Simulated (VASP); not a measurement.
Input of a VASP 6.6.1 run:

The input INCAR:

```
SYSTEM = W
PREC     = Accurate       ! precision mode
ENCUT    = 520            ! plane-wave cutoff, eV
EDIFF    = 1E-6           ! SCF threshold, eV
ISMEAR   = 0              ! smearing method
SIGMA    = 0.1            ! smearing width, eV
LREAL    = .FALSE.        ! projectors in reciprocal space
LASPH    = .TRUE.         ! aspherical terms in the spheres
NELM     = 60             ! most SCF steps
ALGO     = Fast           ! electronic algorithm
ISIF     = 2              ! what is computed and relaxed
LWAVE    = .FALSE.        ! write WAVECAR
LCHARG   = .FALSE.        ! write CHGCAR
LDIPOL   = .TRUE.       
IDIPOL   = 3            
DIPOL    = 0.5 0.5 0.500
GGA      = PE             ! functional
NBANDS   = 73             ! bands
```

KPOINTS

```
Automatic mesh
0
G
  11 11 1
  0 0 0
```

File POSCAR:

```
W
1.0
    3.1835553858      0.0000000000      0.0000000000
    0.0000000000      3.1835553858      0.0000000000
    0.0000000000      0.0000000000     27.7342215430
W
9
Direct
    0.5000000000      0.5000000000      0.2764599567
    0.0000000000      0.0000000000      0.3271361749
    0.5000000000      0.5000000000      0.3860823297
    0.0000000000      0.0000000000      0.4427527473
    0.5000000000      0.5000000000      0.5000000000
    0.0000000000      0.0000000000      0.5572472529
    0.5000000000      0.5000000000      0.6139176704
    0.0000000000      0.0000000000      0.6728638252
    0.5000000000      0.5000000000      0.7235400429
```

Potentials or basis: VASP PAW PBE potentials, release 64 (W_sv).

The run is started by

```bash
$ cat potpaw_PBE.64/W_sv/POTCAR > POTCAR
$ mpirun -np 1 vasp_std > vasp.out
```

(1) Predict the band gap on the k mesh.

(2) What does it give for the largest force?

Answers

(1) zero (band 63 reaches 5.36 eV, above the bottom of band 64 at 3.57 eV).

(2) 0.048 eV/Å.

Caveat: spin-orbit coupling is left out, which moves the levels of the heavy elements.
